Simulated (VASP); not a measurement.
# TlBr (Pm-3m) in VASP: notebook

Runs on TlBr. Level: PBE. Tasks: single point, relaxation of cell and atoms.

All numbers are computed with VASP 6.6.1; they aren't measurements. Logs are shortened: lines on timing, memory, paths and dates and some standing lists are left out, and cuts for length are marked.

### 1 The cell of the first run

It takes space group Pm-3m (No. 221, cubic). Conventional cell: a = 4.059 Å, b = 4.059 Å, c = 4.059 Å, α = 90.00°, β = 90.00°, γ = 90.00°. Within 4.6 Å of Tl (site symmetry m-3m) lie 8 Br at 3.51 Å and 6 Tl at 4.06 Å. Within 4.6 Å of Br (site symmetry m-3m) lie 8 Tl at 3.51 Å and 6 Br at 4.06 Å.

### 2 Single point, PBE

File INCAR:

```
SYSTEM = TlBr
  PREC = Accurate
  ENCUT = 500
  EDIFF = 1E-6
  ISMEAR = 0
  SIGMA = 0.01
  LREAL = .FALSE.
  LASPH = .TRUE.
  NELM = 120
  ALGO = Normal
  ISIF = 2
  LWAVE = .FALSE.
  LCHARG = .FALSE.
  GGA = PE
  NBANDS = 17
  GGA_COMPAT = .FALSE.
```

File KPOINTS:

```
regular mesh
0
G
  4 4 4
  0 0 0
```

File POSCAR:

```
TlBr
1.0
    4.0586435870      0.0000000000      0.0000000000
    0.0000000000      4.0586435870      0.0000000000
    0.0000000000      0.0000000000      4.0586435870
Tl Br
1 1
Direct
    0.0000000000      0.0000000000      0.0000000000
    0.5000000000      0.5000000000      0.5000000000
```

Potentials or basis: VASP PAW PBE potentials, release 64 (Tl_d, Br).

On the command line:

```
$ cat potpaw_PBE.64/Tl_d/POTCAR potpaw_PBE.64/Br/POTCAR > POTCAR
$ mpirun -np 1 vasp_std > vasp.out
```

OUTCAR:

```text
SYSTEM = TlBr
   PREC = Accurate
   ENCUT = 500
   EDIFF = 1E-6
   ISMEAR = 0
   LREAL = .FALSE.
   LASPH = .TRUE.
   NELM = 120
   ISIF = 2
   GGA = PE

 ion  position               nearest neighbor table
   1  0.000  0.000  0.000-
   2  0.500  0.500  0.500-

  LATTYP: Found a simple cubic cell.
 ALAT       =     4.0586435870

  Lattice vectors:

 A1 = (   4.0586435870,   0.0000000000,   0.0000000000)
 A2 = (   0.0000000000,   4.0586435870,   0.0000000000)
 A3 = (   0.0000000000,   0.0000000000,   4.0586435870)

Analysis of symmetry for initial positions (statically):
=====================================================================
 Subroutine PRICEL returns:
 Original cell was already a primitive cell.

 Routine SETGRP: Setting up the symmetry group for a
 simple cubic supercell.

 Subroutine GETGRP returns: Found 48 space group operations
 (whereof 48 operations were pure point group operations)
 out of a pool of 48 trial point group operations.

The static configuration has the point symmetry O_h .

Analysis of symmetry for dynamics (positions and initial velocities):
=====================================================================
 Subroutine PRICEL returns:
 Original cell was already a primitive cell.

 Routine SETGRP: Setting up the symmetry group for a
 simple cubic supercell.

 Subroutine GETGRP returns: Found 48 space group operations
 (whereof 48 operations were pure point group operations)
 out of a pool of 48 trial point group operations.

The dynamic configuration has the point symmetry O_h .

 Subroutine INISYM returns: Found 48 space group operations
 (whereof 48 operations are pure point group operations),
 and found     1 'primitive' translations

----------------------------------------------------------------------------------------

                                     Primitive cell

  volume of cell :      66.8564

  direct lattice vectors                    reciprocal lattice vectors
     4.058643587  0.000000000  0.000000000     0.246387735  0.000000000  0.000000000
     0.000000000  4.058643587  0.000000000     0.000000000  0.246387735  0.000000000
     0.000000000  0.000000000  4.058643587     0.000000000  0.000000000  0.246387735

  length of vectors
     4.058643587  4.058643587  4.058643587     0.246387735  0.246387735  0.246387735

  position of ions in fractional coordinates (direct lattice)
     0.000000000  0.000000000  0.000000000
     0.500000000  0.500000000  0.500000000

  ion indices of the primitive-cell ions
   primitive index   ion index
                 1           1
                 2           2

----------------------------------------------------------------------------------------

 KPOINTS: regular mesh

Automatic generation of k-mesh.
 Grid dimensions read from file:
 generate k-points for:    4    4    4

 Generating k-lattice:

  Cartesian coordinates                     Fractional coordinates (reciprocal lattice)
     0.061596934  0.000000000  0.000000000     0.250000000  0.000000000  0.000000000
     0.000000000  0.061596934  0.000000000     0.000000000  0.250000000  0.000000000
     0.000000000  0.000000000  0.061596934     0.000000000  0.000000000  0.250000000

  Length of vectors
     0.061596934  0.061596934  0.061596934

  Shift w.r.t. Gamma in fractional coordinates (k-lattice)
     0.000000000  0.000000000  0.000000000

 Subroutine IBZKPT returns following result:
 ===========================================

 Found     10 irreducible k-points:

 Following reciprocal coordinates:
            Coordinates               Weight
  0.000000  0.000000  0.000000      1.000000
  0.250000  0.000000  0.000000      6.000000
  0.500000  0.000000  0.000000      3.000000
  0.250000  0.250000  0.000000     12.000000
  0.500000  0.250000  0.000000     12.000000
  0.500000  0.500000  0.000000      3.000000
  0.250000  0.250000  0.250000      8.000000
  0.500000  0.250000  0.250000     12.000000
  0.500000  0.500000  0.250000      6.000000
  0.500000  0.500000  0.500000      1.000000
   k-points           NKPTS =     10   k-points in BZ     NKDIM =     10   number of bands    NBANDS=     17
   number of dos      NEDOS =    301   number of ions     NIONS =      2
   total plane-waves  NPLWV =  27000
   dimension x,y,z NGX =    30 NGY =   30 NGZ =   30
   dimension x,y,z NGXF=    60 NGYF=   60 NGZF=   60
   ions per type =               1   1
   NGX,Y,Z   is equivalent  to a cutoff of  12.29, 12.29, 12.29 a.u.
   NGXF,Y,Z  is equivalent  to a cutoff of  24.58, 24.58, 24.58 a.u.
 SYSTEM =  TlBr
   PREC   = accura    normal or accurate (medium, high low for compatibility)
   ISTART =      0    job   : 0-new  1-cont  2-samecut
   ICHARG =      2    charge: 1-file 2-atom 10-const
   ISPIN  =      1    spin polarized calculation?
   LNONCOLLINEAR =      F non collinear calculations
   LSORBIT =      F    spin-orbit coupling
   LASPH  =      T    aspherical Exc in radial PAW
   ENCUT  =  500.0 eV  36.75 Ry    6.06 a.u.   7.40  7.40  7.40*2*pi/ulx,y,z
   NELM   =    120;   NELMIN=  2; NELMDL= -5     # of ELM steps
   EDIFF  = 0.1E-05   stopping-criterion for ELM
   LREAL  =      F    real-space projection
   EDIFFG = 0.1E-04   stopping-criterion for IOM
   NSW    =      0    number of steps for IOM
   IBRION =     -1    ionic relax: 0-MD 1-quasi-New 2-CG
   NFREE  =      0    steps in history (QN), initial steepest desc. (CG)
   ISIF   =      2    stress and relaxation
   ISYM   =      2    0-nonsym 1-usesym 2-fastsym
   POTIM  = 0.5000    time-step for ionic-motion
   TEBEG  =    0.0;   TEEND  =   0.0 temperature during run
   PSTRESS=    0.0 pullay stress
   NELECT =      20.0000    total number of electrons
   NUPDOWN=      -1.0000    fix difference up-down
   EMIN   =  10.00;   EMAX   =-10.00  energy-range for DOS
   EFERMI =   0.00;   METHOD = LEGACY
   ISMEAR =     0;   SIGMA  =   0.01  broadening in eV -4-tet -1-fermi 0-gaus
   EFERMI_NEDOS =   21; number of points for ismear=-14 and -15
   IALGO  =     38    algorithm
   IMIX   =      4    mixing-type and parameters
     AMIX     =   0.40;   BMIX     =  1.00
     AMIX_MAG =   1.60;   BMIX_MAG =  1.00
  volume/ion in A,a.u.               =      33.43       225.58
  Fermi-wavevector in a.u.,A,eV,Ry     =   1.094890  2.069043 16.310455  1.198785
  Thomas-Fermi vector in A             =   2.231204
   LORBIT       =      0    0 simple, 1 ext, 2 COOP (PROOUT), +10 PAW based schemes
   GGA     = PE    functional components
   LHFCALC =     F    Hartree Fock is set to
   AEXX    =    0.0000 exact exchange contribution
   IVDW    =     0    specifies the selected vdW correction
   LEPSILON=     F    determine dielectric tensor
   LRPA    =     F    only Hartree local field effects (RPA)
 non-spin polarized calculation
 Gauss-broadening in eV      SIGMA  =   0.01
  energy-cutoff  :      500.00
  volume of cell :       66.86
 maximum number of plane-waves:      1743
 NGX is ok and might be reduce to    30
   NGX = 15   NGY = 15   NGZ = 15

 number of electron      19.9999997 magnetization

 Free energy of the ion-electron system (eV)
  ---------------------------------------------------
  ext. energy  EPLUGINS =         0.00000000
  ---------------------------------------------------
  free energy    TOTEN  =        -5.53621941 eV

  energy without entropy =       -5.53621941  energy(sigma->0) =       -5.53621941

 E-fermi :   1.8301     XC(G=0):  -8.6908

 val. band max:        1.7779244729   @ k =   0.5000   0.0000   0.0000
 cond. band min:       3.7813755017   @ k =   0.5000   0.0000   0.0000
 fundamental gap:      2.0034510288
 Fermi energy:         1.8300924208

 k-point     1 :       0.0000    0.0000    0.0000
  band No.  band energies     occupation
      1     -11.6148      2.00000
      2      -8.2315      2.00000
      3      -8.2315      2.00000
      4      -8.0828      2.00000
      5      -8.0828      2.00000
      6      -8.0828      2.00000
[... 9 lines left out ...]
     16      12.4115      0.00000
     17      15.1334      0.00000

 k-point     2 :       0.2500    0.0000    0.0000
  band No.  band energies     occupation
      1     -11.5202      2.00000
      2      -8.2275      2.00000
      3      -8.1762      2.00000
      4      -8.1069      2.00000
      5      -8.1069      2.00000
      6      -8.0806      2.00000
[... 9 lines left out ...]
     16      13.8009      0.00000
     17      14.7213      0.00000

 k-point     3 :       0.5000    0.0000    0.0000
  band No.  band energies     occupation
      1     -11.4203      2.00000
      2      -8.2234      2.00000
      3      -8.1307      2.00000
      4      -8.1307      2.00000
      5      -8.1230      2.00000
      6      -8.0785      2.00000
[... 9 lines left out ...]
     16      14.5824      0.00000
     17      15.2862      0.00000

 k-point     4 :       0.2500    0.2500    0.0000
  band No.  band energies     occupation
      1     -11.4476      2.00000
      2      -8.1996      2.00000
      3      -8.1415      2.00000
      4      -8.1108      2.00000
      5      -8.1049      2.00000
      6      -8.1004      2.00000
[... 9 lines left out ...]
     16      12.6560      0.00000
     17      13.1438      0.00000

 k-point     5 :       0.5000    0.2500    0.0000
  band No.  band energies     occupation
      1     -11.3725      2.00000
      2      -8.1893      2.00000
      3      -8.1244      2.00000
      4      -8.1121      2.00000
      5      -8.0983      2.00000
      6      -8.0899      2.00000
[... 9 lines left out ...]
     16      13.2079      0.00000
     17      13.7578      0.00000

 k-point     6 :       0.5000    0.5000    0.0000
  band No.  band energies     occupation
      1     -11.3240      2.00000
      2      -8.1703      2.00000
      3      -8.1180      2.00000
      4      -8.1180      2.00000
      5      -8.0896      2.00000
      6      -8.0426      2.00000
[... 9 lines left out ...]
     16      12.2965      0.00000
     17      12.2965      0.00000

 k-point     7 :       0.2500    0.2500    0.2500
  band No.  band energies     occupation
      1     -11.3808      2.00000
      2      -8.1403      2.00000
      3      -8.1403      2.00000
      4      -8.1279      2.00000
      5      -8.1279      2.00000
      6      -8.0934      2.00000
[... 9 lines left out ...]
     16      12.8075      0.00000
     17      15.1088      0.00000

 k-point     8 :       0.5000    0.2500    0.2500
  band No.  band energies     occupation
      1     -11.3115      2.00000
      2      -8.1591      2.00000
      3      -8.1349      2.00000
      4      -8.1267      2.00000
      5      -8.1041      2.00000
      6      -8.0774      2.00000
[... 9 lines left out ...]
     16      12.6746      0.00000
     17      16.0323      0.00000

 k-point     9 :       0.5000    0.5000    0.2500
  band No.  band energies     occupation
      1     -11.2486      2.00000
      2      -8.1538      2.00000
      3      -8.1538      2.00000
      4      -8.1369      2.00000
      5      -8.1052      2.00000
      6      -8.0413      2.00000
[... 9 lines left out ...]
     16      13.3886      0.00000
     17      15.9856      0.00000

 k-point    10 :       0.5000    0.5000    0.5000
  band No.  band energies     occupation
      1     -11.1690      2.00000
      2      -8.1887      2.00000
      3      -8.1887      2.00000
      4      -8.1887      2.00000
      5      -8.0402      2.00000
      6      -8.0402      2.00000
[... 9 lines left out ...]
     16      14.2681      0.00000
     17      17.5762      0.00000

------------------------ aborting loop because EDIFF is reached ----------------------------------------

  FORCE on cell =-STRESS in cart. coord.  units (eV):
  Direction    XX          YY          ZZ          XY          YZ          ZX
  --------------------------------------------------------------------------------------
  -------------------------------------------------------------------------------------
  Total       -0.0089002     -0.0089002     -0.0089002      0.0000000      0.0000000      0.0000000
  in kB       -0.2132889     -0.2132889     -0.2132889      0.0000000      0.0000000      0.0000000
  external PRESSURE =      -0.2132889 kB  Pullay stress =       0.0000000 kB

 VOLUME and BASIS-vectors are now :
 -----------------------------------------------------------------------------
  energy-cutoff  :      500.00
  volume of cell :       66.86
      direct lattice vectors                 reciprocal lattice vectors
     4.058643587  0.000000000  0.000000000     0.246387735  0.000000000  0.000000000
     0.000000000  4.058643587  0.000000000     0.000000000  0.246387735  0.000000000
     0.000000000  0.000000000  4.058643587     0.000000000  0.000000000  0.246387735

 POSITION                                       TOTAL-FORCE (eV/Angst)
 -----------------------------------------------------------------------------------
      0.00000      0.00000      0.00000         0.000000      0.000000      0.000000
      2.02932      2.02932      2.02932         0.000000      0.000000      0.000000
 -----------------------------------------------------------------------------------
    total drift:                                0.000000     -0.000000     -0.000000

  FREE ENERGIE OF THE ION-ELECTRON SYSTEM (eV)
  ---------------------------------------------------
  free  energy   TOTEN  =        -5.5362194067 eV

  energy  without entropy=       -5.5362194067  energy(sigma->0) =       -5.53621941
```

Run time: 6.7 s. Hardware: 1 thread of Intel Xeon Platinum 8488C (Sapphire Rapids), shared host; peak memory 0.16 GiB.

Results:

| Item | Value |
| --- | --- |
| Free energy | -5.5362 eV |
| Pressure | 0.0 GPa |
| Band gap on the k mesh | 2.00 eV |

Levels at points of the mesh, in eV from the valence-band top:
| k point | band 7 | band 8 | band 9 | band 10 | band 11 | band 12 | band 13 | band 14 |
| --- | --- | --- | --- | --- | --- | --- | --- | --- |
| (0.00, 0.00, 0.00) | -4.52 | -1.05 | -1.05 | -1.05 | 7.02 | 7.02 | 7.02 | 7.17 |
| (0.50, 0.00, 0.00) | -5.20 | -0.61 | -0.61 | 0.00 | 2.00 | 5.77 | 5.77 | 8.21 |
| (0.50, 0.50, 0.00) | -3.65 | -2.53 | -2.53 | -0.52 | 4.81 | 4.81 | 7.20 | 7.73 |
| (0.50, 0.50, 0.50) | -2.79 | -1.63 | -1.63 | -1.63 | 2.37 | 2.37 | 2.37 | 12.49 |

Caveat: spin-orbit coupling is left out, which moves the levels of the heavy elements. PBE gaps usually lie below the measured ones, often by a third to a half.

### 3 Relaxation of cell and atoms, PBE

This run uses another cell than the first one, of 31.52 Å³/atom.

File INCAR:

```
PREC = Accurate ; ENCUT = 500
EDIFF = 1E-7 ; ISMEAR = 0
SIGMA = 0.01 ; LREAL = F
LASPH = T ; NELM = 120
ALGO = Normal ; ISIF = 3
LWAVE = F ; LCHARG = F
GGA = PE ; IBRION = 2
NSW = 80 ; EDIFFG = -0.05
GGA_COMPAT = F ; NELMIN = 4
```

File KPOINTS:

```
regular mesh
0
Gamma
  4 4 4
```

File POSCAR:

```
TlBr
1.0
    3.9800000000      0.0000000000      0.0000000000
    0.0000000000      3.9800000000      0.0000000000
    0.0000000000      0.0000000000      3.9800000000
Tl Br
1 1
Direct
    0.0000000000      0.0000000000      0.0000000000
    0.5000000000      0.5000000000      0.5000000000
```

Potentials or basis: VASP PAW PBE potentials, release 64 (Tl_d, Br).

On the command line:

```
$ cat potpaw_PBE.64/Tl_d/POTCAR potpaw_PBE.64/Br/POTCAR > POTCAR
$ mpirun -np 1 vasp_std > vasp.out
```

Wall time 14 s (1 thread of Intel Xeon Platinum 8488C (Sapphire Rapids), shared host); peak memory 0.17 GiB.

It converged, with:

```yaml
Free_energy: -5.5354 eV
Relaxed_volume: 33.44 Å³/atom
Relaxed_cell: a = 4.059 Å, b = 4.059 Å, c = 4.059 Å, α = 90.00°, β = 90.00°, γ = 90.00°
Space_group_after_relaxing_to_0.1_Å: Pm-3m (No. 221)
Energy_gained_by_relaxing: 7.3 meV/atom
Ionic_steps: 3
Pressure_after_relaxing: 0.0 GPa
Band_gap_on_the_k_mesh: 2.00 eV
```

The path:
| step | energy change (eV) | largest force (eV/Å) | pressure (GPa) | volume (Å³) |
| --- | --- | --- | --- | --- |
| 1 | 0.0000 | 0.0000 | 1.32 | 63.04 |
| 2 | -0.0129 | 0.0000 | 0.42 | 65.45 |
| 3 | -0.0147 | 0.0000 | -0.03 | 66.87 |

Final structure:
```
Tl Br
1.0
     4.05896    0.00000    0.00000
     0.00000    4.05896    0.00000
     0.00000    0.00000    4.05896
Tl Br
1 1
Cartesian
  0.0000 0.0000 0.0000
  2.0295 2.0295 2.0295
```

Levels at points of the mesh, in eV from the valence-band top:
```csv
k point,band 8,band 9,band 10,band 11,band 12,band 13
"(0.00, 0.00, 0.00)",-1.05,-1.05,-1.05,7.02,7.02,7.09
"(0.50, 0.00, 0.00)",-0.61,-0.61,0.00,2.00,5.77,5.77
"(0.50, 0.50, 0.00)",-2.53,-2.53,-0.52,4.81,4.81,7.20
"(0.50, 0.50, 0.50)",-1.63,-1.63,-1.63,2.37,2.37,2.37
```

Caveat: spin-orbit coupling is left out, which moves the levels of the heavy elements. Zero-point motion and thermal expansion aren't in these numbers.

(Part 1 of 2 ends here.)
